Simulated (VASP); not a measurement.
A run of VASP 6.6.1 is set up as follows.

INCAR

```
ALGO     = Normal         # electronic algorithm
EDIFF    = 1E-7           # SCF threshold, eV
EDIFFG   = -0.03          # ionic threshold
ENCUT    = 700            # plane-wave cutoff, eV
GGA      = PS             # functional
GGA_COMPAT= False        
IBRION   = 2              # ionic algorithm
ISIF     = 8              # what is computed and relaxed
ISMEAR   = -1             # smearing method
ISYM     = -1           
LASPH    = True           # aspherical terms in the spheres
LCHARG   = False          # write CHGCAR
LREAL    = Auto         
LWAVE    = False          # write WAVECAR
NELM     = 120            # most SCF steps
NELMIN   = 4            
NSW      = 100            # ionic steps
PREC     = Accurate       # precision mode
SIGMA    = 0.05           # smearing width, eV
```

The input KPOINTS:

```
explicit points
1
Reciprocal
  0.25000000   0.25000000   0.25000000 1
```

The input POSCAR:

```
Ba8Hf5Zr3O24
1.0
    8.3329610000      0.0000000000      0.0000000000
    0.0000000000      8.3329610000      0.0000000000
    0.0000000000      0.0000000000      8.3329610000
Ba Hf Zr O
8 5 3 24
Direct
    0.0012170000      0.9996660000      0.0001110000
    0.0016160000      0.0006780000      0.5012010000
    0.0015990000      0.5015550000      0.9963680000
    0.9951900000      0.4951180000      0.5020320000
    0.4997490000      0.9999040000      0.0027300000
    0.5008120000      0.0006430000      0.5041220000
    0.5054650000      0.4986330000      0.9984220000
    0.5025400000      0.4960460000      0.5021510000
    0.2500380000      0.2495120000      0.2501070000
    0.2493330000      0.7508980000      0.2497030000
    0.7505520000      0.2518860000      0.2511500000
    0.7500880000      0.2567580000      0.7503190000
    0.7518220000      0.7493860000      0.2494870000
    0.2512890000      0.2503910000      0.7510330000
    0.2480490000      0.7496610000      0.7479600000
    0.7438430000      0.7498450000      0.7482740000
    0.2460760000      0.2504690000      0.0004300000
    0.2488740000      0.2486650000      0.5014080000
    0.2501710000      0.7527190000      0.9968360000
    0.2490780000      0.7541340000      0.4993510000
    0.7541860000      0.2474210000      0.0035310000
    0.7491370000      0.2501230000      0.4995130000
    0.7469840000      0.7497400000      0.0002630000
    0.7496240000      0.7523010000      0.4948780000
    0.0021960000      0.2485660000      0.2500380000
    0.0034980000      0.2516080000      0.7448760000
    0.9993000000      0.7480530000      0.2476930000
    0.0018970000      0.7491090000      0.7484290000
    0.5004800000      0.2505360000      0.2544910000
    0.5037590000      0.2428240000      0.7531530000
    0.4979600000      0.7464940000      0.2510060000
    0.4999100000      0.7467770000      0.7478070000
    0.2479100000      0.9988140000      0.2521510000
    0.2490960000      0.0043850000      0.7485810000
    0.2479370000      0.5010870000      0.2495220000
    0.2533680000      0.4989030000      0.7529620000
    0.7470790000      0.0014900000      0.2490370000
    0.7487860000      0.0031080000      0.7476770000
    0.7508820000      0.5004240000      0.2489010000
    0.7506910000      0.5000490000      0.7520510000
```

Potentials or basis: VASP PAW PBE potentials, release 64 (Ba_sv, Hf_pv, Zr_sv, O).

Command:

```bash
$ cat potpaw_PBE.64/Ba_sv/POTCAR potpaw_PBE.64/Hf_pv/POTCAR potpaw_PBE.64/Zr_sv/POTCAR potpaw_PBE.64/O/POTCAR > POTCAR
$ mpirun -np 1 vasp_std > vasp.out
```

Q: What does it give for the band gap on the k mesh?

A: 4.13 eV.

The path:
| step | energy change (eV) | largest force (eV/Å) | pressure (GPa) | volume (Å³) |
| --- | --- | --- | --- | --- |
| 1 | 0.0000 | 1.6106 | 0.16 | 578.63 |
| 2 | -0.1508 | 1.0742 | -0.29 | 579.85 |
| 3 | -0.1864 | 0.4840 | -0.21 | 579.48 |
| 4 | -0.2246 | 0.1675 | 0.17 | 578.16 |
| 5 | -0.2291 | 0.2175 | 0.37 | 577.50 |
| 6 | -0.2412 | 0.1497 | -0.33 | 579.81 |
| 7 | -0.2412 | 0.1512 | -0.33 | 579.84 |
| 8 | -0.2486 | 0.0693 | 0.05 | 578.50 |
| 9 | -0.2487 | 0.0835 | 0.11 | 578.33 |
| 10 | -0.2508 | 0.0693 | -0.03 | 578.77 |
| 11 | -0.2509 | 0.0801 | -0.05 | 578.83 |
| 12 | -0.2524 | 0.0333 | -0.02 | 578.70 |
| 13 | -0.2526 | 0.0357 | 0.00 | 578.64 |
| 14 | -0.2529 | 0.0246 | 0.01 | 578.61 |

Caveat: the PAW data sets were made with another functional, which shifts forces and pressure a little; spin-orbit coupling is left out, which moves the levels of the heavy elements; a shifted mesh leaves out Γ, where band edges can lie. A k mesh can miss the band edges.
